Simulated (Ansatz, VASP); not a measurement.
**Two plane-wave programs on NaTaO**

File INCAR:

```
SYSTEM = NaTaO
  ALGO = Normal
  EDIFF = 1E-7
  EDIFFG = -0.08
  ENCUT = 600
  GGA = PE
  GGA_COMPAT = .FALSE.
  IBRION = 2
  ISIF = 3
  ISMEAR = 0
  LASPH = .TRUE.
  LCHARG = .FALSE.
  LREAL = .FALSE.
  LWAVE = .FALSE.
  NELM = 120
  NELMIN = 4
  NSW = 36
  PREC = Accurate
  SIGMA = 0.2
```

Contents of KPOINTS:

```
k-points
0
G
  6 6 5
  0 0 0
```

The input POSCAR:

```
NaTaO
1.0
    3.7174130700      0.0000000000      0.0000000000
   -1.8587065300      3.2193741500      0.0000000000
    0.0000000000      0.0000000000      4.0209996200
Na Ta O
1 1 1
Direct
    0.0000000000      0.0000000000      0.0000000000
    0.6666666700      0.3333333300      0.5000000000
    0.3333333300      0.6666666700      0.5000000000
```

Input for Ansatz:

```yaml
crystal:
  lattice:
    - [3.71741307, 0.0, 0.0]
    - [-1.85870653, 3.21937415, 0.0]
    - [0.0, 0.0, 4.02099962]
  atoms:
    - { symbol: Na, position: [0.0, 0.0, 0.0] }
    - { symbol: Ta, position: [0.66666667, 0.33333333, 0.5] }
    - { symbol: O, position: [0.33333333, 0.66666667, 0.5] }
basis:
  ecutwfc: 420
kpoints:
  mp_grid: { grid: [6, 6, 5] }
hamiltonian:
  xc: pbe
scf:
  occupations: { method: gaussian, width: 0.2 }
  lower_state_search: "off"
output:
  forces: true
  stress: true
  eigenvalues: true
relax:
  adjacent_minimum: "off"
  f_tol: 0.08
  max_steps: 16
  cell: { stress_tol: 0.8 }
```

Change from the starting cell: species swapped into the EuGaSi type (P-6m2, No. 187).

Alike in both runs: task relaxation of cell and atoms; functional PBE; k mesh 6 × 6 × 5; occupations gaussian, width 0.2 eV; no spin polarisation.

|  | VASP | Ansatz |
| --- | --- | --- |
| version | VASP 6.6.1 | Ansatz 0.2.0 |
| potentials or method | VASP PAW PBE potentials, release 64 (Na_pv, Ta_pv, O), cutoff 600 eV | scalar-relativistic, plane waves, PAW |
| valence electrons in the cell | 24 | 28 |

```csv
,VASP,Ansatz,Ansatz less VASP
"gap on the k mesh at the Fermi level, each at its own relaxed structure (eV)",none,none,-
relaxed volume (Å³/atom),19.04,19.96,+0.925
relaxed cell length with the largest relative difference (Å),5.528,5.826,+0.2986
```

A gap of «none» marks a metal or a gap that the smearing closes. One of these differences is far larger than is usual between the two programs; its cause wasn't traced. VASP's potentials hold 24 valence electrons a cell and Ansatz's 28, so a difference there can come from the potentials and not from the codes.

Neither program's run includes spin-orbit coupling. Noted on VASP's run: the volume moved by over 15 % at a fixed basis, so the end points are rough.
